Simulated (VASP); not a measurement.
# PbF2 (P1) in VASP: single point with PBE

Aim: the single point of PbF2 with PBE.

All numbers are computed with VASP 6.6.1; they aren't measurements. Logs are shortened: lines on timing, memory, paths and dates and some standing lists are left out, and cuts for length are marked.

## Step 1: The cell of the first run

The typed cell holds 24 atoms: a = 8.332 Å, b = 8.332 Å, c = 8.332 Å, α = 60.00°, β = 60.00°, γ = 60.00°.

## Step 2: Single point, PBE

The input, INCAR:

```
SYSTEM = PbF2
PREC = Accurate ; ENCUT = 520
EDIFF = 1E-6 ; ISMEAR = -1
SIGMA = 0.112 ; LREAL = Auto
LASPH = .True. ; NELM = 60
ALGO = Normal ; ISIF = 2
LWAVE = .False. ; LCHARG = .False.
GGA = PE ; NBANDS = 130
```

The input, KPOINTS:

```
Automatic mesh
0
Gamma
  2 2 2
  0 0 0
```

The input, POSCAR:

```
PbF2
1.0
    0.0000000000      5.8916165671      5.8916165671
    5.8916165671      0.0000000000      5.8916165671
    5.8916165671      5.8916165671      0.0000000000
Pb F
8 16
Direct
   -0.0049561100     -0.0014197292      0.0009273346
    0.0045711563     -0.0146631233      0.5166888349
   -0.0053177256      0.5106817400      0.0169630863
   -0.0054404423      0.5149836154      0.4957074118
    0.4911098621     -0.0046956552      0.0092497533
    0.5140343852     -0.0109945206      0.4911250532
    0.5182680280      0.4919959517     -0.0066800851
    0.4966594426      0.5181219730      0.4921019498
    0.1147783452      0.0899870170      0.1318965671
    0.4142834097      0.3558437614      0.3555131221
    0.1242742109      0.1044643678      0.6180181549
    0.4214468087      0.3617606434      0.8174630757
    0.1538148299      0.6561411382      0.1134534117
    0.3357179608      0.9141301778      0.3626548801
    0.0763762364      0.6181496128      0.6910155224
    0.3635843364      0.9456933316      0.8362540983
    0.5437636621      0.1722751283      0.1332055457
    0.8540919869      0.3454606180      0.3729860005
    0.6304204386      0.1079419363      0.5968515534
    0.8707706860      0.3964445027      0.8568115291
    0.6205068606      0.6097507295      0.1131902412
    0.8516269589      0.8538574163      0.3346447410
    0.6862467973      0.5397701910      0.5986261936
    0.8409214082      0.8845919351      0.8920080661
```

Potentials or basis: VASP PAW PBE potentials, release 64 (Pb_d, F).

Launch:

```sh
$ cat potpaw_PBE.64/Pb_d/POTCAR potpaw_PBE.64/F/POTCAR > POTCAR
$ mpirun -np 1 vasp_std > vasp.out
```

OUTCAR:

```text
SYSTEM = PbF2
   PREC = Accurate
   ENCUT = 520
   EDIFF = 1E-6
   ISMEAR = -1
   LREAL = Auto
   LASPH = .True.
   NELM = 60
   ISIF = 2
   GGA = PE

 ion  position               nearest neighbor table
   1  0.995  0.999  0.001-  22 2.32   9 2.33  13 2.36  16 2.56  24 2.57  11 2.61  20 2.71   3 4.00
                             7 4.04   6 4.05   2 4.05   4 4.08
   2  0.005  0.985  0.517-  14 2.28  11 2.32  18 2.48  15 2.53  24 2.57  19 2.57   9 2.64   8 4.00
                             1 4.05   4 4.05   3 4.06
   3  0.995  0.511  0.017-  15 2.23  18 2.47  24 2.56  21 2.58  20 2.72  13 2.74   9 2.88  12 2.95
                             1 4.00   4 4.01   8 4.06   2 4.06   5 4.12
   4  0.995  0.515  0.496-  23 2.20  22 2.37  20 2.46  13 2.62  15 2.64  11 2.80  10 2.86  18 2.95
                             6 3.98   3 4.01   2 4.05   7 4.06   1 4.08
   5  0.491  0.995  0.009-  24 2.38  14 2.42  16 2.44  17 2.46  12 2.55   9 2.57  21 2.63  19 2.81
                             8 4.00   6 4.09   3 4.12
   6  0.514  0.989  0.491-  19 2.32  22 2.35  16 2.40  10 2.50  17 2.52  14 2.63  11 2.65   4 3.98
                             8 3.99   1 4.05   5 4.09
   7  0.518  0.492  0.993-  17 2.25  21 2.31  20 2.40  10 2.47  13 2.50  23 2.75  12 2.76   1 4.04
                             4 4.06
   8  0.497  0.518  0.492-  12 2.24  23 2.27  18 2.47  21 2.60  10 2.62  14 2.70  19 2.80  15 2.89
                             6 3.99   5 4.00   2 4.00   3 4.06
   9  0.115  0.090  0.132-   1 2.33   5 2.57   2 2.64   3 2.88
  10  0.414  0.356  0.356-   7 2.47   6 2.50   8 2.62   4 2.86
  11  0.124  0.104  0.618-   2 2.32   1 2.61   6 2.65   4 2.80
  12  0.421  0.362  0.817-   8 2.24   5 2.55   7 2.76   3 2.95
  13  0.154  0.656  0.113-   1 2.36   7 2.50   4 2.62   3 2.74
  14  0.336  0.914  0.363-   2 2.28   5 2.42   6 2.63   8 2.70
  15  0.076  0.618  0.691-   3 2.23   2 2.53   4 2.64   8 2.89
  16  0.364  0.946  0.836-   6 2.40   5 2.44   1 2.56
  17  0.544  0.172  0.133-   7 2.25   5 2.46   6 2.52
  18  0.854  0.345  0.373-   8 2.47   3 2.47   2 2.48   4 2.95
  19  0.630  0.108  0.597-   6 2.32   2 2.57   8 2.80   5 2.81
  20  0.871  0.396  0.857-   7 2.40   4 2.46   1 2.71   3 2.72
  21  0.621  0.610  0.113-   7 2.31   3 2.58   8 2.60   5 2.63
  22  0.852  0.854  0.335-   1 2.32   6 2.35   4 2.37
  23  0.686  0.540  0.599-   4 2.20   8 2.27   7 2.75
  24  0.841  0.885  0.892-   5 2.38   3 2.56   2 2.57   1 2.57

  LATTYP: Found a face centered cubic cell.
 ALAT       =    11.7832331342

  Lattice vectors:

 A1 = (   0.0000000000,   5.8916165671,   5.8916165671)
 A2 = (   5.8916165671,   0.0000000000,   5.8916165671)
 A3 = (   5.8916165671,   5.8916165671,   0.0000000000)

Analysis of symmetry for initial positions (statically):
=====================================================================
 Subroutine PRICEL returns:
 Original cell was already a primitive cell.

 Routine SETGRP: Setting up the symmetry group for a
 face centered cubic supercell.

 Subroutine GETGRP returns: Found  1 space group operations
 (whereof  1 operations were pure point group operations)
 out of a pool of 48 trial point group operations.

The static configuration has the point symmetry C_1 .

Analysis of symmetry for dynamics (positions and initial velocities):
=====================================================================
 Subroutine PRICEL returns:
 Original cell was already a primitive cell.

 Routine SETGRP: Setting up the symmetry group for a
 face centered cubic supercell.

 Subroutine GETGRP returns: Found  1 space group operations
 (whereof  1 operations were pure point group operations)
 out of a pool of 48 trial point group operations.

The dynamic configuration has the point symmetry C_1 .

 Subroutine INISYM returns: Found  1 space group operations
 (whereof  1 operations are pure point group operations),
 and found     1 'primitive' translations

----------------------------------------------------------------------------------------

                                     Primitive cell

  volume of cell :     409.0095

  direct lattice vectors                    reciprocal lattice vectors
     0.000000000  5.891616567  5.891616567    -0.084866351  0.084866351  0.084866351
     5.891616567  0.000000000  5.891616567     0.084866351 -0.084866351  0.084866351
     5.891616567  5.891616567  0.000000000     0.084866351  0.084866351 -0.084866351

  length of vectors
     8.332004053  8.332004053  8.332004053     0.146992832  0.146992832  0.146992832

  position of ions in fractional coordinates (direct lattice)
     0.995043890  0.998580271  0.000927335
     0.004571156  0.985336877  0.516688835
     0.994682274  0.510681740  0.016963086
     0.994559558  0.514983615  0.495707412
     0.491109862  0.995304345  0.009249753
     0.514034385  0.989005479  0.491125053
[... 16 lines left out ...]
     0.686246797  0.539770191  0.598626194
     0.840921408  0.884591935  0.892008066

  ion indices of the primitive-cell ions
   primitive index   ion index
                 1           1
                 2           2
                 3           3
                 4           4
                 5           5
                 6           6
[... 16 lines left out ...]
                23          23
                24          24

----------------------------------------------------------------------------------------

 KPOINTS: Automatic mesh

Automatic generation of k-mesh.
 Grid dimensions read from file:
 generate k-points for:    2    2    2

 Generating k-lattice:

  Cartesian coordinates                     Fractional coordinates (reciprocal lattice)
    -0.042433176  0.042433176  0.042433176     0.500000000  0.000000000  0.000000000
     0.042433176 -0.042433176  0.042433176     0.000000000  0.500000000  0.000000000
     0.042433176  0.042433176 -0.042433176     0.000000000  0.000000000  0.500000000

  Length of vectors
     0.073496416  0.073496416  0.073496416

  Shift w.r.t. Gamma in fractional coordinates (k-lattice)
     0.000000000  0.000000000  0.000000000

 Subroutine IBZKPT returns following result:
 ===========================================

 Found      8 irreducible k-points:

 Following reciprocal coordinates:
            Coordinates               Weight
  0.000000  0.000000  0.000000      1.000000
  0.500000  0.000000  0.000000      1.000000
  0.000000  0.500000  0.000000      1.000000
  0.000000  0.000000  0.500000      1.000000
  0.500000  0.500000  0.500000      1.000000
  0.500000  0.500000  0.000000      1.000000
  0.000000  0.500000  0.500000      1.000000
  0.500000  0.000000  0.500000      1.000000
   k-points           NKPTS =      8   k-points in BZ     NKDIM =      8   number of bands    NBANDS=    130
   number of dos      NEDOS =    301   number of ions     NIONS =     24
   total plane-waves  NPLWV = 262144
   dimension x,y,z NGX =    64 NGY =   64 NGZ =   64
   dimension x,y,z NGXF=   128 NGYF=  128 NGZF=  128
   ions per type =               8  16
   NGX,Y,Z   is equivalent  to a cutoff of  12.77, 12.77, 12.77 a.u.
   NGXF,Y,Z  is equivalent  to a cutoff of  25.54, 25.54, 25.54 a.u.
 SYSTEM =  PbF2
   PREC   = accura    normal or accurate (medium, high low for compatibility)
   ISTART =      0    job   : 0-new  1-cont  2-samecut
   ICHARG =      2    charge: 1-file 2-atom 10-const
   ISPIN  =      1    spin polarized calculation?
   LNONCOLLINEAR =      F non collinear calculations
   LSORBIT =      F    spin-orbit coupling
   LASPH  =      T    aspherical Exc in radial PAW
   ENCUT  =  520.0 eV  38.22 Ry    6.18 a.u.  15.49 15.49 15.49*2*pi/ulx,y,z
   NELM   =     60;   NELMIN=  2; NELMDL= -5     # of ELM steps
   EDIFF  = 0.1E-05   stopping-criterion for ELM
   LREAL  =      T    real-space projection
   EDIFFG = 0.1E-04   stopping-criterion for IOM
   NSW    =      0    number of steps for IOM
[... 5 lines left out ...]
   TEBEG  =    0.0;   TEEND  =   0.0 temperature during run
   PSTRESS=    0.0 pullay stress
   NELECT =     224.0000    total number of electrons
   NUPDOWN=      -1.0000    fix difference up-down
   EMIN   =  10.00;   EMAX   =-10.00  energy-range for DOS
   EFERMI =   0.00;   METHOD = LEGACY
   ISMEAR =    -1;   SIGMA  =   0.11  broadening in eV -4-tet -1-fermi 0-gaus
   EFERMI_NEDOS =   21; number of points for ismear=-14 and -15
   IALGO  =     38    algorithm
   IMIX   =      4    mixing-type and parameters
     AMIX     =   0.40;   BMIX     =  1.00
     AMIX_MAG =   1.60;   BMIX_MAG =  1.00
  volume/ion in A,a.u.               =      17.04       115.01
  Fermi-wavevector in a.u.,A,eV,Ry     =   1.339408  2.531115 24.409055  1.794015
  Thomas-Fermi vector in A             =   2.467803
   LORBIT       =      0    0 simple, 1 ext, 2 COOP (PROOUT), +10 PAW based schemes
   GGA     = PE    functional components
   LHFCALC =     F    Hartree Fock is set to
   AEXX    =    0.0000 exact exchange contribution
   IVDW    =     0    specifies the selected vdW correction
   LEPSILON=     F    determine dielectric tensor
   LRPA    =     F    only Hartree local field effects (RPA)
 non-spin polarized calculation
  energy-cutoff  :      520.00
  volume of cell :      409.01
 maximum number of plane-waves:     11017
 NGX is ok and might be reduce to    64
   NGX = 31   NGY = 31   NGZ = 31

 number of electron     224.0000005 magnetization

 Free energy of the ion-electron system (eV)
  ---------------------------------------------------
  ext. energy  EPLUGINS =         0.00000000
  ---------------------------------------------------
  free energy    TOTEN  =      -111.74612498 eV

  energy without entropy =     -111.74612477  energy(sigma->0) =     -111.74612488

 E-fermi :   4.4276     XC(G=0):  -9.4883

 val. band max:        2.4670770772   @ k =   0.0000   0.5000   0.5000
 cond. band min:       6.1879261030   @ k =   0.0000   0.0000   0.0000
 fundamental gap:      3.7208490258
 Fermi energy:         4.4275696473

 k-point     1 :       0.0000    0.0000    0.0000
  band No.  band energies     occupation
      1     -19.7823      2.00000
      2     -19.6533      2.00000
      3     -19.3585      2.00000
      4     -19.2251      2.00000
      5     -19.1559      2.00000
      6     -19.1033      2.00000
[... 116 lines left out ...]
    123       9.3166      0.00000
    124       9.3520      0.00000

 k-point     2 :       0.5000    0.0000    0.0000
  band No.  band energies     occupation
      1     -19.7770      2.00000
      2     -19.6535      2.00000
      3     -19.3468      2.00000
      4     -19.2389      2.00000
      5     -19.1604      2.00000
      6     -19.1094      2.00000
[... 878 lines left out ...]
    123       8.7260      0.00000
    124       8.7736      0.00000
 [bands above 124 left out]

------------------------ aborting loop because EDIFF is reached ----------------------------------------

  FORCE on cell =-STRESS in cart. coord.  units (eV):
  Direction    XX          YY          ZZ          XY          YZ          ZX
  --------------------------------------------------------------------------------------
  -------------------------------------------------------------------------------------
  Total       19.1376328     16.7125952     18.8342508      2.7435274      1.5178171     -3.7373985
  in kB       74.9661799     65.4667915     73.7777678     10.7469804      5.9456125    -14.6401850
  external PRESSURE =      71.4035797 kB  Pullay stress =       0.0000000 kB

 VOLUME and BASIS-vectors are now :
 -----------------------------------------------------------------------------
  energy-cutoff  :      520.00
  volume of cell :      409.01
      direct lattice vectors                 reciprocal lattice vectors
     0.000000000  5.891616567  5.891616567    -0.084866351  0.084866351  0.084866351
     5.891616567  0.000000000  5.891616567     0.084866351 -0.084866351  0.084866351
     5.891616567  5.891616567  0.000000000     0.084866351  0.084866351 -0.084866351

 POSITION                                       TOTAL-FORCE (eV/Angst)
 -----------------------------------------------------------------------------------
      5.88872      5.86788     11.74567        -0.264562     -0.509293      1.231575
      8.84936      3.07106      5.83216         0.498286     -1.105719     -0.320539
      3.10868      5.96023      8.86903        -0.166716      0.211541     -0.608773
      5.95460      8.78008      8.89365        -0.937935      1.417766      0.280261
      5.91845      2.94793      8.75738        -0.132300     -1.068525      0.101832
      8.72036      5.92201      8.85533         1.235760     -0.626832     -0.114095
[... 16 lines left out ...]
      6.70699      7.56998      7.22322         1.161062     -0.223079      0.090541
     10.46705     10.20976     10.16606        -0.324717      0.626044      0.004304
 -----------------------------------------------------------------------------------
    total drift:                                0.005010      0.001607     -0.015284

  FREE ENERGIE OF THE ION-ELECTRON SYSTEM (eV)
  ---------------------------------------------------
  free  energy   TOTEN  =      -111.7461249808 eV

  energy  without entropy=     -111.7461247727  energy(sigma->0) =     -111.74612488
```

It took 32 min on 1 thread of Intel Xeon 8259CL, shared host; peak memory 0.67 GiB.

What came out:

```yaml
Free_energy: -111.7461 eV
Pressure: 7.1 GPa
Largest_force: 1.723 eV/Å
Band_gap_on_the_k_mesh: 3.72 eV (least direct gap 3.76 eV)
```

Forces in eV/Å, atoms in the order of the input:
```
Pb  -0.265 -0.509  1.232
Pb   0.498 -1.106 -0.321
Pb  -0.167  0.212 -0.609
Pb  -0.938  1.418  0.280
Pb  -0.132 -1.069  0.102
Pb   1.236 -0.627 -0.114
Pb   0.161 -0.656 -0.084
Pb  -1.131 -0.461 -0.774
F    0.558 -0.013  0.243
F    0.453 -0.031 -0.197
F    0.406 -0.174  0.204
F    0.698  0.221 -0.849
F   -0.441 -0.155 -0.418
F   -0.686  0.771  0.080
F   -0.871 -0.602  0.784
F   -0.130  0.035 -0.812
F   -0.733  0.554 -0.097
F   -0.033  0.066  0.342
F    0.085  0.243  0.313
F   -0.007  0.485 -0.138
F    0.297  0.450  0.875
F    0.306  0.544 -0.137
F    1.161 -0.223  0.091
F   -0.325  0.626  0.004
```

Caveat: the k points lie up to 0.46 Å⁻¹ apart; the atoms stand as in a frame of molecular dynamics; spin-orbit coupling is left out, which moves the levels of the heavy elements; forces of over 1 eV/Å act on the atoms, so gaps and moduli don't describe the material at rest. A k mesh can miss the band edges.
